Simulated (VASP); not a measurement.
# Al (Im-3m) in VASP: relaxation of cell and atoms with LDA

Aim: the relaxation of cell and atoms of Al with LDA.

Program: VASP 6.6.1. These are calculated values, not measurements. Logs are shortened: lines on timing, memory, paths and dates and some standing lists are left out, and cuts for length are marked.

## Step 1: The cell of the first run

The structure is cubic, space group Im-3m (No. 229). The conventional cell has a = 3.210 Å, b = 3.210 Å, c = 3.210 Å, α = 90.00°, β = 90.00°, γ = 90.00°. Al (site symmetry m-3m) has 14 Al at 2.78 to 3.21 Å within 3.7 Å.

This isn't the form of Al at room conditions, which is fcc.

## Step 2: Relaxation of cell and atoms, LDA

The input, INCAR:

```
PREC     = Accurate       # precision mode
ENCUT    = 500            # plane-wave cutoff, eV
EDIFF    = 1E-7           # SCF threshold, eV
ISMEAR   = -1             # smearing method
SIGMA    = 0.1            # smearing width, eV
LREAL    = False          # projectors in reciprocal space
LASPH    = True           # aspherical terms in the spheres
NELM     = 120            # most SCF steps
ALGO     = Normal         # electronic algorithm
ISIF     = 3              # what is computed and relaxed
LWAVE    = False          # write WAVECAR
LCHARG   = False          # write CHGCAR
IBRION   = 2              # ionic algorithm
NSW      = 60             # ionic steps
EDIFFG   = -0.03          # ionic threshold
GGA_COMPAT= False        
NELMIN   = 4
```

The input, KPOINTS:

```
regular mesh
0
Gamma
  11 11 11
```

The input, POSCAR:

```
Al
1.0
   -1.6050000000      1.6050000000      1.6050000000
    1.6050000000     -1.6050000000      1.6050000000
    1.6050000000      1.6050000000     -1.6050000000
Al
1
Direct
    0.0000000000      0.0000000000      0.0000000000
```

Potentials or basis: VASP PAW LDA potentials, release 64 (Al).

Launch:

```console
cat potpaw_LDA.64/Al/POTCAR > POTCAR
mpirun -np 1 vasp_std > vasp.out
```

OUTCAR:

```text
PREC = Accurate
   ENCUT = 500
   EDIFF = 1E-7
   ISMEAR = -1
   LREAL = False
   LASPH = True
   NELM = 120
   ISIF = 3
   IBRION = 2
   NSW = 60
   EDIFFG = -0.03
   NELMIN = 4

 ion  position               nearest neighbor table
   1  0.000  0.000  0.000-

  LATTYP: Found a body centered cubic cell.
 ALAT       =     3.2100000000

  Lattice vectors:

 A1 = (  -1.6050000000,   1.6050000000,   1.6050000000)
 A2 = (   1.6050000000,  -1.6050000000,   1.6050000000)
 A3 = (   1.6050000000,   1.6050000000,  -1.6050000000)

Analysis of symmetry for initial positions (statically):
=====================================================================
 Subroutine PRICEL returns:
 Original cell was already a primitive cell.

 Routine SETGRP: Setting up the symmetry group for a
 body centered cubic supercell.

 Subroutine GETGRP returns: Found 48 space group operations
 (whereof 48 operations were pure point group operations)
 out of a pool of 48 trial point group operations.

The static configuration has the point symmetry O_h .

Analysis of symmetry for dynamics (positions and initial velocities):
=====================================================================
 Subroutine PRICEL returns:
 Original cell was already a primitive cell.

 Routine SETGRP: Setting up the symmetry group for a
 body centered cubic supercell.

 Subroutine GETGRP returns: Found 48 space group operations
 (whereof 48 operations were pure point group operations)
 out of a pool of 48 trial point group operations.

The dynamic configuration has the point symmetry O_h .

 Subroutine INISYM returns: Found 48 space group operations
 (whereof 48 operations are pure point group operations),
 and found     1 'primitive' translations

----------------------------------------------------------------------------------------

                                     Primitive cell

  volume of cell :      16.5381

  direct lattice vectors                    reciprocal lattice vectors
    -1.605000000  1.605000000  1.605000000     0.000000000  0.311526480  0.311526480
     1.605000000 -1.605000000  1.605000000     0.311526480  0.000000000  0.311526480
     1.605000000  1.605000000 -1.605000000     0.311526480  0.311526480  0.000000000

  length of vectors
     2.779941546  2.779941546  2.779941546     0.440564973  0.440564973  0.440564973

  position of ions in fractional coordinates (direct lattice)
     0.000000000  0.000000000  0.000000000

  ion indices of the primitive-cell ions
   primitive index   ion index
                 1           1

----------------------------------------------------------------------------------------

 KPOINTS: regular mesh

Automatic generation of k-mesh.
 Grid dimensions read from file:
 generate k-points for:   11   11   11

 Generating k-lattice:

  Cartesian coordinates                     Fractional coordinates (reciprocal lattice)
     0.000000000  0.028320589  0.028320589     0.090909091  0.000000000  0.000000000
     0.028320589  0.000000000  0.028320589     0.000000000  0.090909091  0.000000000
     0.028320589  0.028320589  0.000000000     0.000000000  0.000000000  0.090909091

  Length of vectors
     0.040051361  0.040051361  0.040051361

  Shift w.r.t. Gamma in fractional coordinates (k-lattice)
     0.000000000  0.000000000  0.000000000

[... 36 lines left out ...]
   dimension x,y,z NGXF=    40 NGYF=   40 NGZF=   40
   ions per type =               1
   NGX,Y,Z   is equivalent  to a cutoff of  11.96, 11.96, 11.96 a.u.
   NGXF,Y,Z  is equivalent  to a cutoff of  23.92, 23.92, 23.92 a.u.
 SYSTEM =  unknown system
   PREC   = accura    normal or accurate (medium, high low for compatibility)
   ISTART =      0    job   : 0-new  1-cont  2-samecut
   ICHARG =      2    charge: 1-file 2-atom 10-const
   ISPIN  =      1    spin polarized calculation?
   LNONCOLLINEAR =      F non collinear calculations
   LSORBIT =      F    spin-orbit coupling
   LASPH  =      T    aspherical Exc in radial PAW
   ENCUT  =  500.0 eV  36.75 Ry    6.06 a.u.   5.07  5.07  5.07*2*pi/ulx,y,z
   NELM   =    120;   NELMIN=  4; NELMDL= -5     # of ELM steps
   EDIFF  = 0.1E-06   stopping-criterion for ELM
   LREAL  =      F    real-space projection
   EDIFFG = -.3E-01   stopping-criterion for IOM
   NSW    =     60    number of steps for IOM
   IBRION =      2    ionic relax: 0-MD 1-quasi-New 2-CG
   NFREE  =      1    steps in history (QN), initial steepest desc. (CG)
   ISIF   =      3    stress and relaxation
   ISYM   =      2    0-nonsym 1-usesym 2-fastsym
   POTIM  = 0.5000    time-step for ionic-motion
   TEBEG  =    0.0;   TEEND  =   0.0 temperature during run
   PSTRESS=    0.0 pullay stress
   NELECT =       3.0000    total number of electrons
   NUPDOWN=      -1.0000    fix difference up-down
   EMIN   =  10.00;   EMAX   =-10.00  energy-range for DOS
   EFERMI =   0.00;   METHOD = LEGACY
   ISMEAR =    -1;   SIGMA  =   0.10  broadening in eV -4-tet -1-fermi 0-gaus
   EFERMI_NEDOS =   21; number of points for ismear=-14 and -15
   IALGO  =     38    algorithm
   IMIX   =      4    mixing-type and parameters
     AMIX     =   0.40;   BMIX     =  1.00
     AMIX_MAG =   1.60;   BMIX_MAG =  1.00
  volume/ion in A,a.u.               =      16.54       111.60
  Fermi-wavevector in a.u.,A,eV,Ry     =   0.926731  1.751267 11.685089  0.858830
  Thomas-Fermi vector in A             =   2.052725
   LORBIT       =      0    0 simple, 1 ext, 2 COOP (PROOUT), +10 PAW based schemes
   GGA     = CA    functional components
   LHFCALC =     F    Hartree Fock is set to
   AEXX    =    0.0000 exact exchange contribution
   IVDW    =     0    specifies the selected vdW correction
   LEPSILON=     F    determine dielectric tensor
   LRPA    =     F    only Hartree local field effects (RPA)
 conjugate gradient relaxation of ions
 non-spin polarized calculation
  energy-cutoff  :      500.00
  volume of cell :       16.54
 maximum number of plane-waves:       429
   NGX = 11   NGY = 11   NGZ = 11

--------------------------------------- Ionic step        1  -------------------------------------------

 number of electron       3.0000000 magnetization

 Free energy of the ion-electron system (eV)
  ---------------------------------------------------
  ext. energy  EPLUGINS =         0.00000000
  ---------------------------------------------------
  free energy    TOTEN  =        -4.09824912 eV

  energy without entropy =       -4.08317737  energy(sigma->0) =       -4.09071325

------------------------ aborting loop because EDIFF is reached ----------------------------------------

  FORCE on cell =-STRESS in cart. coord.  units (eV):
  Direction    XX          YY          ZZ          XY          YZ          ZX
  --------------------------------------------------------------------------------------
  -------------------------------------------------------------------------------------
  Total       -0.1372382     -0.1372382     -0.1372382      0.0000000      0.0000000     -0.0000000
  in kB      -13.2953709    -13.2953709    -13.2953709      0.0000000      0.0000000     -0.0000000
  external PRESSURE =     -13.2953709 kB  Pullay stress =       0.0000000 kB

 VOLUME and BASIS-vectors are now :
 -----------------------------------------------------------------------------
  energy-cutoff  :      500.00
  volume of cell :       16.54
      direct lattice vectors                 reciprocal lattice vectors
    -1.605000000  1.605000000  1.605000000     0.000000000  0.311526480  0.311526480
     1.605000000 -1.605000000  1.605000000     0.311526480  0.000000000  0.311526480
     1.605000000  1.605000000 -1.605000000     0.311526480  0.311526480  0.000000000

 POSITION                                       TOTAL-FORCE (eV/Angst)
 -----------------------------------------------------------------------------------
      0.00000      0.00000      0.00000         0.000000      0.000000      0.000000
 -----------------------------------------------------------------------------------
    total drift:                                0.000000      0.000000      0.000000

  FREE ENERGIE OF THE ION-ELECTRON SYSTEM (eV)
  ---------------------------------------------------
  free  energy   TOTEN  =        -4.0982491220 eV

  energy  without entropy=       -4.0831773744  energy(sigma->0) =       -4.09071325

--------------------------------------- Ionic step        2  -------------------------------------------

 number of electron       3.0000000 magnetization

 Free energy of the ion-electron system (eV)
  ---------------------------------------------------
  ext. energy  EPLUGINS =         0.00000000
  ---------------------------------------------------
  free energy    TOTEN  =        -4.09955590 eV

  energy without entropy =       -4.08468146  energy(sigma->0) =       -4.09211868

 E-fermi :   7.9747     XC(G=0): -10.4127

 val. band max:        7.9719854936   @ k =   0.3636   0.2727   0.0000
 cond. band min:       8.0015253749   @ k =  -0.3636  -0.4545   0.1818
 fundamental gap:      0.0295398813
 Fermi energy:         7.9746627356

 k-point     1 :       0.0000    0.0000    0.0000
  band No.  band energies     occupation
      1      -3.2416      2.00000
      2      21.2760      0.00000
      3      21.2760      0.00000
      4      21.2760      0.00000
      5      22.6607      0.00000
[... 177 lines left out ...]
 k-point    24 :       0.3636    0.1818    0.0909
  band No.  band energies     occupation
      1       4.6884      2.00000
      2       5.1807      2.00000
      3       9.9110      0.00000
      4      12.4416      0.00000
      5      24.3407      0.00000

 [... further k-points ...]
[... 5 lines left out ...]
  --------------------------------------------------------------------------------------
  -------------------------------------------------------------------------------------
  Total        0.0072514      0.0072514      0.0072514     -0.0000000     -0.0000000      0.0000000
  in kB        0.7166431      0.7166431      0.7166431     -0.0000000     -0.0000000      0.0000000
  external PRESSURE =       0.7166431 kB  Pullay stress =       0.0000000 kB

 VOLUME and BASIS-vectors are now :
 -----------------------------------------------------------------------------
  energy-cutoff  :      500.00
  volume of cell :       16.21
      direct lattice vectors                 reciprocal lattice vectors
    -1.594373721  1.594373721  1.594373721     0.000000000  0.313602760  0.313602760
     1.594373721 -1.594373721  1.594373721     0.313602760  0.000000000  0.313602760
     1.594373721  1.594373721 -1.594373721     0.313602760  0.313602760  0.000000000

 POSITION                                       TOTAL-FORCE (eV/Angst)
 -----------------------------------------------------------------------------------
      0.00000      0.00000      0.00000         0.000000      0.000000     -0.000000
 -----------------------------------------------------------------------------------
    total drift:                                0.000000     -0.000000      0.000000

  FREE ENERGIE OF THE ION-ELECTRON SYSTEM (eV)
  ---------------------------------------------------
  free  energy   TOTEN  =        -4.0995558977 eV

  energy  without entropy=       -4.0846814587  energy(sigma->0) =       -4.09211868

 reached required accuracy - stopping structural energy minimisation
```

Wall time 10 s (1 thread of AMD EPYC 7R43 (Zen 3), shared host); peak memory 0.07 GiB.

Results:

| Quantity | Value |
| --- | --- |
| Free energy | -4.0996 eV |
| Relaxed volume | 16.21 Å³/atom |
| Relaxed cell | a = 2.762 Å, b = 2.762 Å, c = 2.762 Å, α = 109.47°, β = 109.47°, γ = 109.47° |
| Space group after relaxing (to 0.1 Å) | Im-3m (No. 229) |
| Energy gained by relaxing | 1.3 meV/atom |
| Ionic steps | 2 |
| Pressure after relaxing | 0.1 GPa |
| Band gap on the k mesh | zero (an odd number of electrons rules out a gap without spin polarisation) |

Step by step:
| step | energy change (eV) | largest force (eV/Å) | pressure (GPa) | volume (Å³) |
| --- | --- | --- | --- | --- |
| 1 | 0.0000 | 0.0000 | -1.33 | 16.54 |
| 2 | -0.0013 | 0.0000 | 0.07 | 16.21 |

Final structure:
```xyz
1
Lattice="-1.5944 1.5944 1.5944 1.5944 -1.5944 1.5944 1.5944 1.5944 -1.5944" Properties=species:S:1:pos:R:3 pbc="T T T"
Al    0.0000    0.0000    0.0000
```

Levels at points of the mesh, in eV from the Fermi level:
```tsv
k point	band 1	band 2	band 3	band 4
(0.00, 0.00, 0.00)	-11.22	13.30	13.30	13.30
```
